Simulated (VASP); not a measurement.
A run of VASP 6.6.1:

INCAR

```
SYSTEM = TaAs
PREC = Accurate
ENCUT = 520
EDIFF = 1E-6
ISMEAR = 0
SIGMA = 0.1
LREAL = .False.
LASPH = .True.
NELM = 60
ALGO = Normal
ISIF = 2
LWAVE = .False.
LCHARG = .False.
GGA = PE
NBANDS = 15
```

File KPOINTS:

```
Automatic mesh
0
Gamma
  6 6 4
  0 0 0
```

POSCAR

```
TaAs
1.0
    2.6699223100      0.0000000000      0.0000000000
    0.0000000000      2.6699223100      0.0000000000
    0.0000000000      0.0000000000      5.4030901000
Ta As
1 1
Direct
    0.0000000000      0.0000000000      0.0000000000
    0.0000000000      0.0000000000      0.5000000000
```

Potentials or basis: VASP PAW PBE potentials, release 64 (Ta_pv, As).

Launch:

```sh
$ cat potpaw_PBE.64/Ta_pv/POTCAR potpaw_PBE.64/As/POTCAR > POTCAR
$ mpirun -np 1 vasp_std > vasp.out
```

Hardware: 1 thread of Intel(R) Xeon(R) Platinum 8488C (Sapphire Rapids), with other jobs on the host.

Task: How long does it take, and how much memory?

Result: Wall time 11 s on 1 thread of Intel(R) Xeon(R) Platinum 8488C (Sapphire Rapids), on a shared host, peak memory 0.15 GiB. Counts: scf iterations 12, k points 30.
